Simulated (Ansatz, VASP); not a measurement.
# One calculation of Co, two programs

Contents of INCAR:

```
SYSTEM = Co
PREC     = Accurate       ! precision mode
ENCUT    = 520            ! plane-wave cutoff, eV
EDIFF    = 1E-6           ! SCF threshold, eV
ISMEAR   = -1             ! smearing method
SIGMA    = 0.1            ! smearing width, eV
LREAL    = .FALSE.        ! projectors in reciprocal space
LASPH    = .TRUE.         ! aspherical terms in the spheres
NELM     = 150            ! most SCF steps
ALGO     = Normal         ! electronic algorithm
ISIF     = 2              ! what is computed and relaxed
LWAVE    = .FALSE.        ! write WAVECAR
LCHARG   = .FALSE.        ! write CHGCAR
ISPIN    = 2              ! spin polarisation
MAGMOM   = 3 3            ! initial moments
LORBIT   = 11             ! projections on sites
LMAXMIX  = 4              ! l up to which the mixer works
GGA      = PE             ! functional
NBANDS   = 20             ! bands
```

The input KPOINTS:

```
Automatic mesh
0
G
  7 14 14
  0 0 0
```

The input POSCAR:

```
Co
1.0
    0.0000000000      3.5921000000      3.5921000000
    1.7960500000      0.0000000000      1.7960500000
    1.7960500000      1.7960500000      0.0000000000
Co
2
Direct
    0.0000000000      0.0000000000      0.0000000000
    0.5000000000      0.0000000000      0.0000000000
```

Input for Ansatz:

```yaml
crystal:
  lattice:
    - [0.0, 3.5921, 3.5921]
    - [1.79605, 0.0, 1.79605]
    - [1.79605, 1.79605, 0.0]
  atoms:
    - { symbol: Co, position: [0.0, 0.0, 0.0], spin: 3.0 }
    - { symbol: Co, position: [0.5, 0.0, 0.0], spin: 3.0 }
magnetization:
  spin_polarized: true
hamiltonian:
  xc: pbe
  pseudopotentials: { kind: paw }
basis:
  ecutwfc: 420
kpoints:
  mp_grid: { grid: [7, 14, 14] }
scf:
  occupations: { method: fermi_dirac, width: 0.1 }
  lower_state_search: "off"
output:
  forces: true
  stress: true
```

Alike in both runs: task single point; functional PBE; k mesh 7 × 14 × 14; occupations fermi-dirac, width 0.1 eV; collinear spin.

|  | VASP | Ansatz |
| --- | --- | --- |
| version | VASP 6.6.1 | Ansatz 0.2.0 |
| potentials or method | VASP PAW PBE potentials, release 64 (Co), cutoff 520 eV | PAW, plane waves, scalar-relativistic |
| valence electrons in the cell | 18 | 34 |

|  | VASP | Ansatz | Ansatz less VASP |
| --- | --- | --- | --- |
| pressure (GPa) | -10.8 | -10.3 | +0.50 |
| net moment per atom (μB) | 1.70 | 1.71 | +0.012 |
| size of the moment on the site where the two differ most (μB) | 1.73 | 1.79 | +0.057 |

Site moments also hang on the region over which each program counts them. VASP's potentials hold 18 valence electrons a cell and Ansatz's 34, so a difference there can come from the potentials and not from the codes.
